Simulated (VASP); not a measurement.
# TiO2 (I4_1/amd) in VASP: single point with r2SCAN+U

Aim: the single point of TiO2 with r2SCAN+U.

Everything below comes from runs of VASP 6.6.1. Logs are shortened: lines on timing, memory, paths and dates and some standing lists are left out, and cuts for length are marked.

### Step 1. The cell of the first run

The structure is tetragonal, space group I4_1/amd (No. 141). Conventional cell: a = 3.797 Å, b = 3.797 Å, c = 9.660 Å, α = 90.00°, β = 90.00°, γ = 90.00°. Within 2.6 Å of Ti (site symmetry -4m2) lie 6 O at 1.95 to 1.99 Å. O (site symmetry 2mm) has 3 Ti at 1.95 to 1.99 Å and 2 O at 2.46 Å within 2.6 Å.

### Step 2. Single point, r2SCAN+U

Input file POSCAR:

```
TiO2
1.0
    2.6847585658     -2.6847646160     -0.0201584296
    2.6847585658      2.6847646160     -0.0201584296
   -2.6485578451      0.0000000000      4.8501018215
Ti O
2 4
Direct
    0.1249948932      0.8750051068      0.2500000000
    0.8750051068      0.1249948932      0.7500000000
    0.3311340165      0.0811286177      0.6622697764
    0.6688659835      0.9188713823      0.3377302236
    0.9188713823      0.6688659835      0.8377302236
    0.0811286177      0.3311340165      0.1622697764
```

Input file INCAR.step1:

```
  PREC = Accurate
  ENCUT = 910
  ISMEAR = 0
  SIGMA = 0.02
  LREAL = F
  LASPH = T
  NELM = 200
  LMAXMIX = 4
  LDAU = T
  LDAUTYPE = 2
  LDAUL = 2 -1
  LDAUU = 4 0
  LDAUJ = 0 0
  NBANDS = 33
  GGA = PE
  ALGO = Normal
  EDIFF = 1E-5
  LWAVE = T
  LCHARG = F
  GGA_COMPAT = F
```

Input file INCAR.step2:

```
  PREC = Accurate
  ENCUT = 910
  EDIFF = 1E-6
  ISMEAR = 0
  SIGMA = 0.02
  LREAL = F
  LASPH = T
  NELM = 200
  ALGO = Normal
  ISIF = 2
  LWAVE = F
  LCHARG = F
  LMAXMIX = 4
  LDAU = T
  LDAUTYPE = 2
  LDAUL = 2 -1
  LDAUU = 4 0
  LDAUJ = 0 0
  LDAUPRINT = 1
  METAGGA = R2SCAN
  LMIXTAU = T
  NBANDS = 33
  ISTART = 1
  GGA_COMPAT = F
```

Input file KPOINTS:

```
regular mesh
0
Gamma
  6 6 6
```

Potentials or basis: VASP PAW PBE potentials, release 64 (Ti_sv, O_h).

On the command line:

```
cat potpaw_PBE.64/Ti_sv/POTCAR potpaw_PBE.64/O_h/POTCAR > POTCAR
cp INCAR.step1 INCAR
mpirun -np 1 vasp_std > vasp.out
cp INCAR.step2 INCAR
mpirun -np 1 vasp_std > vasp.out
```

OUTCAR:

```text
PREC = Accurate
   ENCUT = 910
   EDIFF = 1E-6
   ISMEAR = 0
   LREAL = F
   LASPH = T
   NELM = 200
   ISIF = 2
   METAGGA = R2SCAN
   ISTART = 1

 ion  position               nearest neighbor table
   1  0.125  0.875  0.250-   4 1.95   6 1.95   4 1.95   6 1.95   3 1.99   5 1.99
   2  0.875  0.125  0.750-   3 1.95   5 1.95   5 1.95   3 1.95   6 1.99   4 1.99
   3  0.331  0.081  0.662-   2 1.95   2 1.95   1 1.99
   4  0.669  0.919  0.338-   1 1.95   1 1.95   2 1.99
   5  0.919  0.669  0.838-   2 1.95   2 1.95   1 1.99
   6  0.081  0.331  0.162-   1 1.95   1 1.95   2 1.99

  Warning from LATTYP: Got some problem with cell dimensions!
  Tried to take original basis but could not verify dimensions!
  LATTYP: Found a base centered monoclinic cell.
 ALAT       =     5.3696684884
 B/A-ratio  =     0.9999740661
 C/A-ratio  =     1.0291302367
 COS(beta)  =    -0.4858354377

  Lattice vectors:

 A1 = (  -2.6847585658,   2.6847646160,   0.0201584296)
 A2 = (  -2.6847585658,  -2.6847646160,   0.0201584296)
 A3 = (   2.7209592865,   0.0000000000,   4.8097849623)

Analysis of symmetry for initial positions (statically):
=====================================================================
 Subroutine PRICEL returns:
 Original cell was already a primitive cell.

 Routine SETGRP: Setting up the symmetry group for a
 base centered monoclinic supercell.

 Subroutine GETGRP returns: Found  4 space group operations
 (whereof  2 operations were pure point group operations)
 out of a pool of  4 trial point group operations.

The static configuration has the point symmetry S_2 .
 The point group associated with its full space group is C_2h.

Analysis of symmetry for dynamics (positions and initial velocities):
=====================================================================
 Subroutine PRICEL returns:
 Original cell was already a primitive cell.

 Routine SETGRP: Setting up the symmetry group for a
 base centered monoclinic supercell.

 Subroutine GETGRP returns: Found  4 space group operations
 (whereof  2 operations were pure point group operations)
 out of a pool of  4 trial point group operations.

The dynamic configuration has the point symmetry S_2 .
 The point group associated with its full space group is C_2h.

 Subroutine INISYM returns: Found  4 space group operations
 (whereof  2 operations are pure point group operations),
 and found     1 'primitive' translations

----------------------------------------------------------------------------------------

                                     Primitive cell

  volume of cell :      69.6318

  direct lattice vectors                    reciprocal lattice vectors
     2.684758566 -2.684764616 -0.020158430     0.187003245 -0.186236066  0.102119281
     2.684758566  2.684764616 -0.020158430     0.187003245  0.186236066  0.102119281
    -2.648557845  0.000000000  4.850101822     0.001554479  0.000000000  0.207030113

  length of vectors
     3.796879767  3.796879767  5.526151132     0.282988398  0.282988398  0.207035949

  position of ions in fractional coordinates (direct lattice)
     0.124994893  0.875005107  0.250000000
     0.875005107  0.124994893  0.750000000
     0.331134017  0.081128618  0.662269776
     0.668865983  0.918871382  0.337730224
     0.918871382  0.668865983  0.837730224
     0.081128618  0.331134017  0.162269776

  ion indices of the primitive-cell ions
   primitive index   ion index
                 1           1
                 2           2
                 3           3
                 4           4
                 5           5
                 6           6

----------------------------------------------------------------------------------------

 KPOINTS: regular mesh

Automatic generation of k-mesh.
 Grid dimensions read from file:
 generate k-points for:    6    6    6

 Generating k-lattice:

  Cartesian coordinates                     Fractional coordinates (reciprocal lattice)
     0.031167208 -0.031039344  0.017019880     0.166666667 -0.000000000  0.000000000
[... 73 lines left out ...]
   EFERMI =   0.00;   METHOD = LEGACY
   ISMEAR =     0;   SIGMA  =   0.02  broadening in eV -4-tet -1-fermi 0-gaus
   EFERMI_NEDOS =   21; number of points for ismear=-14 and -15
   IALGO  =     38    algorithm
   IMIX   =      4    mixing-type and parameters
     AMIX     =   0.40;   BMIX     =  1.00
     AMIX_MAG =   1.60;   BMIX_MAG =  1.00
  volume/ion in A,a.u.               =      11.61        78.32
  Fermi-wavevector in a.u.,A,eV,Ry     =   1.446170  2.732865 28.455318  2.091407
  Thomas-Fermi vector in A             =   2.564269
   LORBIT       =      0    0 simple, 1 ext, 2 COOP (PROOUT), +10 PAW based schemes
 LDA+U is selected, type is set to LDAUTYPE =  2
   angular momentum for each species LDAUL =     2   -1
   U (eV)           for each species LDAUU =   4.0  0.0
   J (eV)           for each species LDAUJ =   0.0  0.0
   METAGGA = R2SCAN    functional components
   LHFCALC =     F    Hartree Fock is set to
   AEXX    =    0.0000 exact exchange contribution
   IVDW    =     0    specifies the selected vdW correction
   LEPSILON=     F    determine dielectric tensor
   LRPA    =     F    only Hartree local field effects (RPA)
 non-spin polarized calculation
 Gauss-broadening in eV      SIGMA  =   0.02
  energy-cutoff  :      910.00
  volume of cell :       69.63
 maximum number of plane-waves:      4361
 NGX is ok and might be reduce to    40
   NGX = 19   NGY = 19   NGZ = 27

atom =   1  type =  1  l = 2

 onsite density matrix

spin component  1

  0.2453 -0.0011  0.0000  0.0000 -0.0000
 -0.0011  0.0938  0.0000  0.0000 -0.0000
  0.0000  0.0000  0.2443  0.0020  0.0000
  0.0000  0.0000  0.0020  0.0938 -0.0000
 -0.0000 -0.0000  0.0000 -0.0000  0.0948

spin component  2

  0.2453 -0.0011  0.0000  0.0000 -0.0000
 -0.0011  0.0938  0.0000  0.0000 -0.0000
  0.0000  0.0000  0.2443  0.0020  0.0000
  0.0000  0.0000  0.0020  0.0938 -0.0000
 -0.0000 -0.0000  0.0000 -0.0000  0.0948

 occupancies and eigenvectors

  o =  0.0938  v =  0.0075  1.0000  0.0000 -0.0000 -0.0000  0.0000  0.0000  0.0000  0.0000  0.0000      0.0000  0.0000  0.0000  0.0000  0.0000  0.0000  0.0000  0.0000  0.0000  0.0000
  o =  0.0938  v =  0.0000  0.0000  0.0000  0.0000  0.0000  0.0075  1.0000  0.0000 -0.0000 -0.0000      0.0000  0.0000  0.0000  0.0000  0.0000  0.0000  0.0000  0.0000  0.0000  0.0000
  o =  0.0938  v = -0.0000 -0.0000  0.0130 -0.9999 -0.0080  0.0000  0.0000  0.0000  0.0000  0.0000      0.0000  0.0000  0.0000  0.0000  0.0000  0.0000  0.0000  0.0000  0.0000  0.0000
  o =  0.0938  v =  0.0000  0.0000  0.0000  0.0000  0.0000 -0.0000 -0.0000  0.0130 -0.9999 -0.0080      0.0000  0.0000  0.0000  0.0000  0.0000  0.0000  0.0000  0.0000  0.0000  0.0000
  o =  0.0948  v = -0.0000 -0.0000  0.0001 -0.0080  1.0000  0.0000  0.0000  0.0000  0.0000  0.0000      0.0000  0.0000  0.0000  0.0000  0.0000  0.0000  0.0000  0.0000  0.0000  0.0000
  o =  0.0948  v =  0.0000  0.0000  0.0000  0.0000  0.0000 -0.0000 -0.0000  0.0001 -0.0080  1.0000      0.0000  0.0000  0.0000  0.0000  0.0000  0.0000  0.0000  0.0000  0.0000  0.0000
  o =  0.2443  v =  0.0000  0.0000  0.0000  0.0000  0.0000  0.0000 -0.0000 -0.9999 -0.0130 -0.0000      0.0000  0.0000  0.0000  0.0000  0.0000  0.0000  0.0000  0.0000  0.0000  0.0000
  o =  0.2443  v =  0.0000 -0.0000 -0.9999 -0.0130 -0.0000  0.0000  0.0000  0.0000  0.0000  0.0000      0.0000  0.0000  0.0000  0.0000  0.0000  0.0000  0.0000  0.0000  0.0000  0.0000
  o =  0.2453  v = -1.0000  0.0075 -0.0000 -0.0000  0.0000  0.0000  0.0000  0.0000  0.0000  0.0000      0.0000  0.0000  0.0000  0.0000  0.0000  0.0000  0.0000  0.0000  0.0000  0.0000
  o =  0.2453  v =  0.0000  0.0000  0.0000  0.0000  0.0000 -1.0000  0.0075 -0.0000 -0.0000  0.0000      0.0000  0.0000  0.0000  0.0000  0.0000  0.0000  0.0000  0.0000  0.0000  0.0000

atom =   2  type =  1  l = 2

 onsite density matrix

spin component  1

  0.2453 -0.0011  0.0000  0.0000 -0.0000
 -0.0011  0.0938  0.0000  0.0000 -0.0000
  0.0000  0.0000  0.2443  0.0020  0.0000
  0.0000  0.0000  0.0020  0.0938 -0.0000
 -0.0000 -0.0000  0.0000 -0.0000  0.0948

spin component  2

  0.2453 -0.0011  0.0000  0.0000 -0.0000
 -0.0011  0.0938  0.0000  0.0000 -0.0000
  0.0000  0.0000  0.2443  0.0020  0.0000
  0.0000  0.0000  0.0020  0.0938 -0.0000
 -0.0000 -0.0000  0.0000 -0.0000  0.0948

 occupancies and eigenvectors

  o =  0.0938  v =  0.0075  1.0000  0.0000 -0.0000 -0.0000  0.0000  0.0000  0.0000  0.0000  0.0000      0.0000  0.0000  0.0000  0.0000  0.0000  0.0000  0.0000  0.0000  0.0000  0.0000
  o =  0.0938  v =  0.0000  0.0000  0.0000  0.0000  0.0000  0.0075  1.0000  0.0000 -0.0000 -0.0000      0.0000  0.0000  0.0000  0.0000  0.0000  0.0000  0.0000  0.0000  0.0000  0.0000
  o =  0.0938  v = -0.0000 -0.0000  0.0130 -0.9999 -0.0080  0.0000  0.0000  0.0000  0.0000  0.0000      0.0000  0.0000  0.0000  0.0000  0.0000  0.0000  0.0000  0.0000  0.0000  0.0000
  o =  0.0938  v =  0.0000  0.0000  0.0000  0.0000  0.0000 -0.0000 -0.0000  0.0130 -0.9999 -0.0080      0.0000  0.0000  0.0000  0.0000  0.0000  0.0000  0.0000  0.0000  0.0000  0.0000
  o =  0.0948  v = -0.0000 -0.0000  0.0001 -0.0080  1.0000  0.0000  0.0000  0.0000  0.0000  0.0000      0.0000  0.0000  0.0000  0.0000  0.0000  0.0000  0.0000  0.0000  0.0000  0.0000
  o =  0.0948  v =  0.0000  0.0000  0.0000  0.0000  0.0000 -0.0000 -0.0000  0.0001 -0.0080  1.0000      0.0000  0.0000  0.0000  0.0000  0.0000  0.0000  0.0000  0.0000  0.0000  0.0000
  o =  0.2443  v =  0.0000  0.0000  0.0000  0.0000  0.0000  0.0000 -0.0000 -0.9999 -0.0130 -0.0000      0.0000  0.0000  0.0000  0.0000  0.0000  0.0000  0.0000  0.0000  0.0000  0.0000
  o =  0.2443  v =  0.0000 -0.0000 -0.9999 -0.0130 -0.0000  0.0000  0.0000  0.0000  0.0000  0.0000      0.0000  0.0000  0.0000  0.0000  0.0000  0.0000  0.0000  0.0000  0.0000  0.0000
  o =  0.2453  v = -1.0000  0.0075 -0.0000 -0.0000  0.0000  0.0000  0.0000  0.0000  0.0000  0.0000      0.0000  0.0000  0.0000  0.0000  0.0000  0.0000  0.0000  0.0000  0.0000  0.0000
  o =  0.2453  v =  0.0000  0.0000  0.0000  0.0000  0.0000 -1.0000  0.0075 -0.0000 -0.0000  0.0000      0.0000  0.0000  0.0000  0.0000  0.0000  0.0000  0.0000  0.0000  0.0000  0.0000

 number of electron      47.9999993 magnetization

 Free energy of the ion-electron system (eV)
  ---------------------------------------------------
  ext. energy  EPLUGINS =         0.00000000
  ---------------------------------------------------
  free energy    TOTEN  =       -64.69104365 eV

  energy without entropy =      -64.69104365  energy(sigma->0) =      -64.69104365

 E-fermi :   3.5986     XC(G=0): -11.3581

 val. band max:        3.4458492899   @ k =   0.5000   0.5000   0.0000
 cond. band min:       6.6995226228   @ k =   0.0000   0.0000   0.0000
 fundamental gap:      3.2536733329
 Fermi energy:         3.5985502254

 k-point     1 :       0.0000    0.0000    0.0000
  band No.  band energies     occupation
      1     -56.0823      2.00000
      2     -56.0309      2.00000
      3     -31.4147      2.00000
      4     -31.1917      2.00000
      5     -31.1917      2.00000
      6     -31.1309      2.00000
[... 853 lines left out ...]
     32      10.0982      0.00000
     33      10.1611      0.00000

 [... further k-points ...]

------------------------ aborting loop because EDIFF is reached ----------------------------------------

  FORCE on cell =-STRESS in cart. coord.  units (eV):
  Direction    XX          YY          ZZ          XY          YZ          ZX
  --------------------------------------------------------------------------------------
  -------------------------------------------------------------------------------------
  Total        2.2421371      2.2430830      1.6967034      0.0000000      0.0000000     -0.0041414
  in kB       51.5899167     51.6116796     39.0398891      0.0000000      0.0000000     -0.0952898
  external PRESSURE =      47.4138284 kB  Pullay stress =       0.0000000 kB

 VOLUME and BASIS-vectors are now :
 -----------------------------------------------------------------------------
  energy-cutoff  :      910.00
  volume of cell :       69.63
      direct lattice vectors                 reciprocal lattice vectors
     2.684758566 -2.684764616 -0.020158430     0.187003245 -0.186236066  0.102119281
     2.684758566  2.684764616 -0.020158430     0.187003245  0.186236066  0.102119281
    -2.648557845  0.000000000  4.850101822     0.001554479  0.000000000  0.207030113

 POSITION                                       TOTAL-FORCE (eV/Angst)
 -----------------------------------------------------------------------------------
      2.02262      2.01360      1.19237        -0.000000     -0.000583      0.000000
      0.69834     -2.01360      3.61742        -0.000000      0.000583      0.000000
     -0.64723     -0.67121      3.20377         0.001415     -0.000155      0.170147
      3.36819      0.67121      1.60602        -0.001415      0.000155     -0.170147
      2.04391     -0.67121      4.03107        -0.001415     -0.000155     -0.170147
      0.67704      0.67121      0.77871         0.001415      0.000155      0.170147
 -----------------------------------------------------------------------------------
    total drift:                                0.000000     -0.000000     -0.000000

  FREE ENERGIE OF THE ION-ELECTRON SYSTEM (eV)
  ---------------------------------------------------
  free  energy   TOTEN  =       -64.6910436488 eV

  energy  without entropy=      -64.6910436488  energy(sigma->0) =      -64.69104365
```

It took 15 min on 1 thread of Intel Xeon Platinum 8488C (Sapphire Rapids), shared host; peak memory 0.5 GiB.

What came out:

```
Free energy            : -64.6910 eV
Pressure               : 4.7 GPa
Largest force          : 0.170 eV/Å
Band gap on the k mesh : 3.25 eV (least direct gap 3.54 eV)
```

Forces on the atoms (eV/Å):
```
Ti   0.000 -0.001  0.000
Ti   0.000  0.001  0.000
O    0.001  0.000  0.170
O   -0.001  0.000 -0.170
O   -0.001  0.000 -0.170
O    0.001  0.000  0.170
```

Stress tensor (GPa, compression positive):
```
 5.16  0.00 -0.01
 0.00  5.16  0.00
-0.01  0.00  3.90
```

Levels at points of the mesh, in eV from the valence-band top:
```tsv
k point	band 21	band 22	band 23	band 24	band 25	band 26	band 27	band 28
(0.00, 0.00, 0.00)	-0.70	-0.70	-0.38	-0.38	3.25	3.98	5.02	5.02
(0.50, 0.00, 0.00)	-1.75	-0.86	-0.84	-0.65	4.31	4.47	4.59	4.65
(0.50, 0.50, 0.00)	-1.94	-1.94	0.00	0.00	4.35	4.35	4.76	4.76
(0.00, 0.00, 0.50)	-1.22	-1.22	-0.06	-0.06	3.61	3.61	4.88	4.88
(0.50, 0.00, 0.50)	-1.75	-0.86	-0.84	-0.65	4.31	4.47	4.59	4.65
(0.50, 0.50, 0.50)	-1.94	-1.94	0.00	0.00	4.35	4.35	4.76	4.76
```

Eigenvalues of the final occupation matrices:
```
    site  spin  trace               eigenvalues
site 1 d     1   0.77  0.09 0.09 0.09 0.24 0.25
site 1 d     2   0.77  0.09 0.09 0.09 0.24 0.25
site 2 d     1   0.77  0.09 0.09 0.09 0.24 0.25
site 2 d     2   0.77  0.09 0.09 0.09 0.24 0.25
```

Caveat: the cell stands under pressure; the PAW data sets were made with another functional, which shifts forces and pressure a little. A k mesh can miss the band edges.
